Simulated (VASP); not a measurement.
Here is a VASP 6.6.1 calculation.

INCAR

```
SYSTEM = BiAu
PREC = Accurate
ENCUT = 520
EDIFF = 1E-7
ISMEAR = 0
SIGMA = 0.05
LREAL = .FALSE.
LASPH = .TRUE.
NELM = 80
ALGO = Normal
ISIF = 2
LWAVE = .FALSE.
LCHARG = .FALSE.
GGA = PE
NBANDS = 20
```

File KPOINTS:

```
Automatic mesh
0
G
  10 10 10
  0 0 0
```

POSCAR

```
BiAu
1.0
    0.0000000000      2.9894110328      2.9894110328
    2.9894110328      0.0000000000      2.9894110328
    2.9894110328      2.9894110328      0.0000000000
Au Bi
1 1
Direct
    0.5000000000      0.5000000000      0.5000000000
    0.0000000000      0.0000000000      0.0000000000
```

Potentials or basis: VASP PAW PBE potentials, release 64 (Au, Bi_d).

Launch:

```sh
$ cat potpaw_PBE.64/Au/POTCAR potpaw_PBE.64/Bi_d/POTCAR > POTCAR
$ mpirun -np 1 vasp_std > vasp.out
```

(1) What does it give for the pressure?

(2) Estimate the band gap on the k mesh.

Results:

(1) -1.4 GPa.

(2) zero (band 13 reaches 9.87 eV, above the bottom of band 14 at 5.10 eV).

Caveat: spin-orbit coupling is left out, which moves the levels of the heavy elements.
